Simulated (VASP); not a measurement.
# NiO (Fm-3m) in VASP: notebook

The runs below take NiO through single point, with r2SCAN.

Program: VASP 6.6.1. These are calculated values, not measurements. Logs are shortened: lines on timing, memory, paths and dates and some standing lists are left out, and cuts for length are marked.

## 1. The cell of the first run

The structure is cubic, space group Fm-3m (No. 225). Conventional cell: a = 4.177 Å, b = 4.177 Å, c = 4.177 Å, α = 90.00°, β = 90.00°, γ = 90.00°. Ni (site symmetry m-3m) has 6 O at 2.09 Å within 2.8 Å. O (site symmetry m-3m) has 6 Ni at 2.09 Å within 2.8 Å.

## 2. Single point, r2SCAN, collinear spin, ferromagnetic start (9.11 Å³/atom)

Contents of POSCAR:

```
NiO
1.0
    0.0000000000      2.0883349917      2.0883349917
    2.0883349917      0.0000000000      2.0883349917
    2.0883349917      2.0883349917      0.0000000000
Ni O
1 1
Direct
    0.0000000000      0.0000000000      0.0000000000
    0.5000000000      0.5000000000      0.5000000000
```

Contents of INCAR.step1:

```
PREC = Accurate
ENCUT = 520
ISMEAR = 0
SIGMA = 0.05
LREAL = F
LASPH = T
NELM = 150
ISPIN = 2
MAGMOM = 1.84 0
LMAXMIX = 4
NBANDS = 19
GGA = PE
ALGO = Normal
EDIFF = 1E-4
LWAVE = T
LCHARG = F
```

Contents of INCAR.step2:

```
PREC = Accurate
ENCUT = 520
EDIFF = 1E-6
ISMEAR = 0
SIGMA = 0.05
LREAL = F
LASPH = T
NELM = 150
ALGO = Normal
ISIF = 2
LWAVE = F
LCHARG = T
ISPIN = 2
MAGMOM = 1.84 0
LORBIT = 11
LMAXMIX = 4
METAGGA = R2SCAN
LMIXTAU = T
LELF = T
LVHAR = T
NBANDS = 19
ISTART = 1
```

Contents of KPOINTS:

```
regular mesh
0
Gamma
  14 14 14
```

Potentials or basis: VASP PAW PBE potentials, release 64 (Ni, O).

Launch:

```bash
$ cat potpaw_PBE.64/Ni/POTCAR potpaw_PBE.64/O/POTCAR > POTCAR
$ cp INCAR.step1 INCAR
$ mpirun -np 1 vasp_std > vasp.out
$ cp INCAR.step2 INCAR
$ mpirun -np 1 vasp_std > vasp.out
```

OUTCAR:

```text
PREC = Accurate
   ENCUT = 520
   EDIFF = 1E-6
   ISMEAR = 0
   LREAL = F
   LASPH = T
   NELM = 150
   ISIF = 2
   ISPIN = 2
   LORBIT = 11
   METAGGA = R2SCAN
   ISTART = 1

 ion  position               nearest neighbor table
   1  0.000  0.000  0.000-   2 2.09   2 2.09   2 2.09   2 2.09   2 2.09   2 2.09
   2  0.500  0.500  0.500-   1 2.09   1 2.09   1 2.09   1 2.09   1 2.09   1 2.09

  LATTYP: Found a face centered cubic cell.
 ALAT       =     4.1766699834

  Lattice vectors:

 A1 = (   0.0000000000,   2.0883349917,   2.0883349917)
 A2 = (   2.0883349917,   0.0000000000,   2.0883349917)
 A3 = (   2.0883349917,   2.0883349917,   0.0000000000)

Analysis of symmetry for initial positions (statically):
=====================================================================
 Subroutine PRICEL returns:
 Original cell was already a primitive cell.

 Routine SETGRP: Setting up the symmetry group for a
 face centered cubic supercell.

 Subroutine GETGRP returns: Found 48 space group operations
 (whereof 48 operations were pure point group operations)
 out of a pool of 48 trial point group operations.

The static configuration has the point symmetry O_h .

Analysis of symmetry for dynamics (positions and initial velocities):
=====================================================================
 Subroutine PRICEL returns:
 Original cell was already a primitive cell.

 Routine SETGRP: Setting up the symmetry group for a
 face centered cubic supercell.

 Subroutine GETGRP returns: Found 48 space group operations
 (whereof 48 operations were pure point group operations)
 out of a pool of 48 trial point group operations.

The dynamic configuration has the point symmetry O_h .

Analysis of structural, dynamic, and magnetic symmetry:
=====================================================================
 Subroutine PRICEL returns:
 Original cell was already a primitive cell.

 Routine SETGRP: Setting up the symmetry group for a
 face centered cubic supercell.

 Subroutine GETGRP returns: Found 48 space group operations
 (whereof 48 operations were pure point group operations)
 out of a pool of 48 trial point group operations.

The overall configuration has the point symmetry O_h .

 Subroutine INISYM returns: Found 48 space group operations
 (whereof 48 operations are pure point group operations),
 and found     1 'primitive' translations

----------------------------------------------------------------------------------------

                                     Primitive cell

  volume of cell :      18.2151

  direct lattice vectors                    reciprocal lattice vectors
     0.000000000  2.088334992  2.088334992    -0.239425189  0.239425189  0.239425189
     2.088334992  0.000000000  2.088334992     0.239425189 -0.239425189  0.239425189
     2.088334992  2.088334992  0.000000000     0.239425189  0.239425189 -0.239425189

  length of vectors
     2.953351668  2.953351668  2.953351668     0.414696592  0.414696592  0.414696592

  position of ions in fractional coordinates (direct lattice)
     0.000000000  0.000000000  0.000000000
     0.500000000  0.500000000  0.500000000

  ion indices of the primitive-cell ions
   primitive index   ion index
                 1           1
                 2           2

----------------------------------------------------------------------------------------

 KPOINTS: regular mesh

Automatic generation of k-mesh.
 Grid dimensions read from file:
 generate k-points for:   14   14   14

 Generating k-lattice:

  Cartesian coordinates                     Fractional coordinates (reciprocal lattice)
    -0.017101799  0.017101799  0.017101799     0.071428571  0.000000000  0.000000000
     0.017101799 -0.017101799  0.017101799     0.000000000  0.071428571  0.000000000
     0.017101799  0.017101799 -0.017101799     0.000000000  0.000000000  0.071428571

  Length of vectors
     0.029621185  0.029621185  0.029621185

  Shift w.r.t. Gamma in fractional coordinates (k-lattice)
     0.000000000  0.000000000  0.000000000

 Subroutine IBZKPT returns following result:
 ===========================================

 Found    104 irreducible k-points:

 Following reciprocal coordinates:
            Coordinates               Weight
  0.000000  0.000000  0.000000      1.000000
  0.071429  0.000000  0.000000      8.000000
  0.142857  0.000000  0.000000      8.000000
  0.214286  0.000000  0.000000      8.000000
  0.285714  0.000000  0.000000      8.000000
  0.357143  0.000000  0.000000      8.000000
[... 16 lines left out ...]
  0.214286  0.142857  0.000000     24.000000
  0.285714  0.142857  0.000000     24.000000
 [... further k-points ...]
   k-points           NKPTS =    104   k-points in BZ     NKDIM =    104   number of bands    NBANDS=     19
   number of dos      NEDOS =    301   number of ions     NIONS =      2
   total plane-waves  NPLWV =  13824
   dimension x,y,z NGX =    24 NGY =   24 NGZ =   24
   dimension x,y,z NGXF=    48 NGYF=   48 NGZF=   48
   ions per type =               1   1
   NGX,Y,Z   is equivalent  to a cutoff of  13.51, 13.51, 13.51 a.u.
   NGXF,Y,Z  is equivalent  to a cutoff of  27.02, 27.02, 27.02 a.u.
 SYSTEM =  unknown system
   PREC   = accura    normal or accurate (medium, high low for compatibility)
   ISTART =      1    job   : 0-new  1-cont  2-samecut
   ICHARG =      0    charge: 1-file 2-atom 10-const
   ISPIN  =      2    spin polarized calculation?
   LNONCOLLINEAR =      F non collinear calculations
   LSORBIT =      F    spin-orbit coupling
   LASPH  =      T    aspherical Exc in radial PAW
   ENCUT  =  520.0 eV  38.22 Ry    6.18 a.u.   5.49  5.49  5.49*2*pi/ulx,y,z
   NELM   =    150;   NELMIN=  2; NELMDL=  0     # of ELM steps
   EDIFF  = 0.1E-05   stopping-criterion for ELM
   LREAL  =      F    real-space projection
   EDIFFG = 0.1E-04   stopping-criterion for IOM
   NSW    =      0    number of steps for IOM
   IBRION =     -1    ionic relax: 0-MD 1-quasi-New 2-CG
   NFREE  =      0    steps in history (QN), initial steepest desc. (CG)
   ISIF   =      2    stress and relaxation
   ISYM   =      2    0-nonsym 1-usesym 2-fastsym
   POTIM  = 0.5000    time-step for ionic-motion
   TEBEG  =    0.0;   TEEND  =   0.0 temperature during run
   PSTRESS=    0.0 pullay stress
   NELECT =      16.0000    total number of electrons
   NUPDOWN=      -1.0000    fix difference up-down
   EMIN   =  10.00;   EMAX   =-10.00  energy-range for DOS
   EFERMI =   0.00;   METHOD = LEGACY
   ISMEAR =     0;   SIGMA  =   0.05  broadening in eV -4-tet -1-fermi 0-gaus
   EFERMI_NEDOS =   21; number of points for ismear=-14 and -15
   IALGO  =     38    algorithm
   IMIX   =      4    mixing-type and parameters
     AMIX     =   0.40;   BMIX     =  1.00
     AMIX_MAG =   1.60;   BMIX_MAG =  1.00
  volume/ion in A,a.u.               =       9.11        61.46
  Fermi-wavevector in a.u.,A,eV,Ry     =   1.567851  2.962808 33.445234  2.458155
  Thomas-Fermi vector in A             =   2.669969
   LORBIT       =     11    0 simple, 1 ext, 2 COOP (PROOUT), +10 PAW based schemes
   METAGGA = R2SCAN    functional components
   LHFCALC =     F    Hartree Fock is set to
   AEXX    =    0.0000 exact exchange contribution
   IVDW    =     0    specifies the selected vdW correction
   LEPSILON=     F    determine dielectric tensor
   LRPA    =     F    only Hartree local field effects (RPA)
 spin polarized calculation
 Gauss-broadening in eV      SIGMA  =   0.05
  energy-cutoff  :      520.00
  volume of cell :       18.22
 maximum number of plane-waves:       531
 NGX is ok and might be reduce to    24
   NGX = 11   NGY = 11   NGZ = 11

 number of electron      16.0000003 magnetization       2.0000263

 Free energy of the ion-electron system (eV)
  ---------------------------------------------------
  ext. energy  EPLUGINS =         0.00000000
  ---------------------------------------------------
  free energy    TOTEN  =       -20.10975549 eV

  energy without entropy =      -20.10975549  energy(sigma->0) =      -20.10975549

 E-fermi :   7.8995     XC(G=0): -13.4076

 val. band max:        7.5238796843   @ k =   0.5000   0.0000   0.0000
 cond. band min:       8.2355330470   @ k =   0.0000   0.0000   0.0000
 fundamental gap:      0.7116533626
 Fermi energy:         7.8994501971

 spin component 1

 k-point     1 :       0.0000    0.0000    0.0000
  band No.  band energies     occupation
      1     -13.5750      1.00000
      2       3.5317      1.00000
      3       3.5317      1.00000
      4       4.4182      1.00000
      5       4.4183      1.00000
      6       4.4184      1.00000
[... 11 lines left out ...]
     18      34.3663      0.00000
     19      34.3665      0.00000

 k-point     2 :       0.0714    0.0000    0.0000
  band No.  band energies     occupation
      1     -13.5178      1.00000
      2       3.2588      1.00000
      3       3.2589      1.00000
      4       3.9310      1.00000
      5       4.3847      1.00000
      6       4.3848      1.00000
[... 476 lines left out ...]
 k-point    24 :       0.2857    0.1429    0.0000
  band No.  band energies     occupation
      1     -12.8768      1.00000
      2       0.9175      1.00000
      3       2.4860      1.00000
      4       2.5375      1.00000
      5       4.4066      1.00000
      6       4.4571      1.00000
[... 11 lines left out ...]
     18      38.7442      0.00000
     19      39.7450      0.00000

 [... further k-points ...]

 spin component 2

 k-point     1 :       0.0000    0.0000    0.0000
  band No.  band energies     occupation
      1     -13.0424      1.00000
      2       5.3023      1.00000
      3       5.3026      1.00000
      4       5.3027      1.00000
      5       5.4079      1.00000
      6       5.4079      1.00000
[... 11 lines left out ...]
     18      35.3868      0.00000
     19      35.3878      0.00000

 k-point     2 :       0.0714    0.0000    0.0000
  band No.  band energies     occupation
      1     -12.9821      1.00000
      2       4.6593      1.00000
      3       5.0387      1.00000
      4       5.0388      1.00000
      5       5.5316      1.00000
      6       5.5317      1.00000
[... 476 lines left out ...]
 k-point    24 :       0.2857    0.1429    0.0000
  band No.  band energies     occupation
      1     -12.2990      1.00000
      2       1.9481      1.00000
      3       3.7112      1.00000
      4       3.9490      1.00000
      5       5.3876      1.00000
      6       6.3436      1.00000
[... 11 lines left out ...]
     18      39.5728      0.00000
     19      40.6370      0.00000

 [... further k-points ...]
[... 5 lines left out ...]
  --------------------------------------------------------------------------------------
  -------------------------------------------------------------------------------------
  Total        0.2244620      0.2244620      0.2244620      0.0000000      0.0000000     -0.0000000
  in kB       19.7434420     19.7434420     19.7434420      0.0000000      0.0000000     -0.0000000
  external PRESSURE =      19.7434420 kB  Pullay stress =       0.0000000 kB

 VOLUME and BASIS-vectors are now :
 -----------------------------------------------------------------------------
  energy-cutoff  :      520.00
  volume of cell :       18.22
      direct lattice vectors                 reciprocal lattice vectors
     0.000000000  2.088334992  2.088334992    -0.239425189  0.239425189  0.239425189
     2.088334992  0.000000000  2.088334992     0.239425189 -0.239425189  0.239425189
     2.088334992  2.088334992  0.000000000     0.239425189  0.239425189 -0.239425189

 POSITION                                       TOTAL-FORCE (eV/Angst)
 -----------------------------------------------------------------------------------
      0.00000      0.00000      0.00000         0.000000      0.000000      0.000000
      2.08833      2.08833      2.08833         0.000000      0.000000      0.000000
 -----------------------------------------------------------------------------------
    total drift:                                0.000000     -0.000000     -0.000000

  FREE ENERGIE OF THE ION-ELECTRON SYSTEM (eV)
  ---------------------------------------------------
  free  energy   TOTEN  =       -20.1097554941 eV

  energy  without entropy=      -20.1097554941  energy(sigma->0) =      -20.10975549

 total charge

# of ion       s       p       d       tot
------------------------------------------
    1        0.337   0.419   8.173   8.929
    2        1.555   3.496   0.000   5.050
--------------------------------------------------
tot          1.892   3.915   8.173  13.979

 magnetization (x)

# of ion       s       p       d       tot
------------------------------------------
    1        0.011   0.012   1.670   1.693
    2        0.028   0.248   0.000   0.276
--------------------------------------------------
tot          0.039   0.260   1.670   1.969
```

It took 1.8 min on 1 thread of Intel Xeon 6975P-C (Granite Rapids), shared host; peak memory 0.2 GiB.

Results:

* Free energy: -20.1098 eV
* Pressure: 2.0 GPa
* Band gap on the k mesh: 0.71 eV (least direct gap 1.63 eV)
* Net moment: 2.00 μB per cell
* Site moments: Ni +1.69; O +0.28 μB
* Valence electrons inside the program's atomic spheres: Ni 8.93; O 5.05

Caveat: the PAW data sets were made with another functional, which shifts forces and pressure a little; a cell with one magnetic atom can't hold antiferromagnetic order, which such compounds often take. A k mesh can miss the band edges.

## 3. Single point, r2SCAN, collinear spin, ferromagnetic start (9.19 Å³/atom)

This run uses another cell than the first one, of 9.19 Å³/atom.

Contents of POSCAR:

```
NiO
1.0
    0.0000000000      2.0943165011      2.0943165011
    2.0943165011      0.0000000000      2.0943165011
    2.0943165011      2.0943165011      0.0000000000
Ni O
1 1
Direct
    0.0000000000      0.0000000000      0.0000000000
    0.5000000000      0.5000000000      0.5000000000
```

Contents of INCAR.step1:

```
ALGO = Normal
EDIFF = 1E-4
ENCUT = 520
GGA = PE
ISMEAR = 0
ISPIN = 2
LASPH = T
LCHARG = F
LMAXMIX = 4
LREAL = F
LWAVE = T
MAGMOM = 1.83 0
NBANDS = 19
NELM = 150
PREC = Accurate
SIGMA = 0.05
```

Contents of INCAR.step2:

```
ALGO = Normal
EDIFF = 1E-6
ENCUT = 520
ISIF = 2
ISMEAR = 0
ISPIN = 2
ISTART = 1
LASPH = T
LCHARG = F
LMAXMIX = 4
LMIXTAU = T
LORBIT = 11
LREAL = F
LWAVE = F
MAGMOM = 1.83 0
METAGGA = R2SCAN
NBANDS = 19
NELM = 150
PREC = Accurate
SIGMA = 0.05
```

Contents of KPOINTS:

```
k-points
0
Gamma
  14 14 14
```

Potentials or basis: VASP PAW PBE potentials, release 64 (Ni, O).

Launch:

```bash
$ cat potpaw_PBE.64/Ni/POTCAR potpaw_PBE.64/O/POTCAR > POTCAR
$ cp INCAR.step1 INCAR
$ mpirun -np 1 vasp_std > vasp.out
$ cp INCAR.step2 INCAR
$ mpirun -np 1 vasp_std > vasp.out
```

Run time: 1.7 min. Hardware: 1 thread of Intel Xeon 6975P-C (Granite Rapids), shared host; peak memory 0.19 GiB.

It converged, with:

* Free energy: -20.1109 eV
* Pressure: 0.1 GPa
* Band gap on the k mesh: 0.74 eV (least direct gap 1.64 eV)
* Net moment: 2.00 μB per cell
* Site moments: Ni +1.69; O +0.28 μB
* Valence electrons inside the program's atomic spheres: Ni 8.91; O 5.04

Levels at points of the mesh, in eV from the valence-band top:
Spin up:
```csv
k point,band 5,band 6,band 7,band 8,band 9,band 10,band 11,band 12,band 13,band 14
"(0.00, 0.00, 0.00)",-3.07,-3.07,-2.75,-2.75,-2.75,2.15,18.80,19.62,19.62,19.62
"(0.50, 0.00, 0.00)",-2.49,-2.49,-1.82,0.00,0.00,6.35,10.87,14.85,14.85,22.08
"(0.50, 0.50, 0.00)",-3.83,-3.67,-3.12,-2.17,-2.17,6.77,11.60,12.75,17.68,17.68
```
Spin down:
```tsv
k point	band 4	band 5	band 6	band 7	band 8	band 9	band 10	band 11
(0.00, 0.00, 0.00)	-2.19	-2.07	-2.07	-2.07	0.74	0.74	2.71	18.89
(0.50, 0.00, 0.00)	-4.35	-1.25	-1.25	-0.88	3.49	3.49	6.65	11.69
(0.50, 0.50, 0.00)	-3.49	-3.05	-1.20	-1.20	1.20	1.74	7.41	12.21
```

Caveat: the PAW data sets were made with another functional, which shifts forces and pressure a little; a cell with one magnetic atom can't hold antiferromagnetic order, which such compounds often take. A k mesh can miss the band edges.
